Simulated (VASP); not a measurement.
Wanted: the native input for a VASP 6.6.1 run.

- Task: electric field gradients
- Functional: PBE
- Potentials or basis: VASP PAW PBE potentials, release 64 (Tl_d, Cl)
- Cutoff: 400 eV
- k mesh: 8 × 8 × 8
- Occupations: fermi-dirac, width 0.02 eV
- Spin: no spin polarisation
- Dipole correction: no
- Further INCAR settings: ALGO = Normal; EDIFF = 1e-08; NBANDS = 17

The structure of TlCl lies in POSCAR:

```
TlCl
1.0
    3.8968636320      0.0000000000      0.0000000000
    0.0000000000      3.8968636320      0.0000000000
    0.0000000000      0.0000000000      3.8968636320
Tl Cl
1 1
Direct
    0.0000000000      0.0000000000      0.0000000000
    0.5000000000      0.5000000000      0.5000000000
```

One way to write it, as run:

INCAR

```
SYSTEM = TlCl
  ALGO = Normal
  EDIFF = 1E-8
  ENCUT = 400
  GGA = PE
  GGA_COMPAT = .False.
  ISIF = 2
  ISMEAR = -1
  LASPH = .True.
  LCHARG = .False.
  LEFG = .True.
  LREAL = .False.
  LWAVE = .False.
  NBANDS = 17
  NELM = 120
  PREC = Accurate
  SIGMA = 0.02
```

KPOINTS

```
k-points
0
Gamma
  8 8 8
  0 0 0
```

Potentials or basis: VASP PAW PBE potentials, release 64 (Tl_d, Cl).

Launch:

```sh
$ cat potpaw_PBE.64/Tl_d/POTCAR potpaw_PBE.64/Cl/POTCAR > POTCAR
$ mpirun -np 1 vasp_std > vasp.out
```

Results of the run:

| Item | Value |
| --- | --- |
| Pressure | 0.0 GPa |
| Band gap on the k mesh | 2.20 eV |
| Largest electric field gradient by atom | zero within the noise of the run |

Caveat: spin-orbit coupling is left out, which moves the levels of the heavy elements.

Wall time 46 s on 1 thread of Intel Xeon 8259CL, on a shared host, peak memory 0.16 GiB.
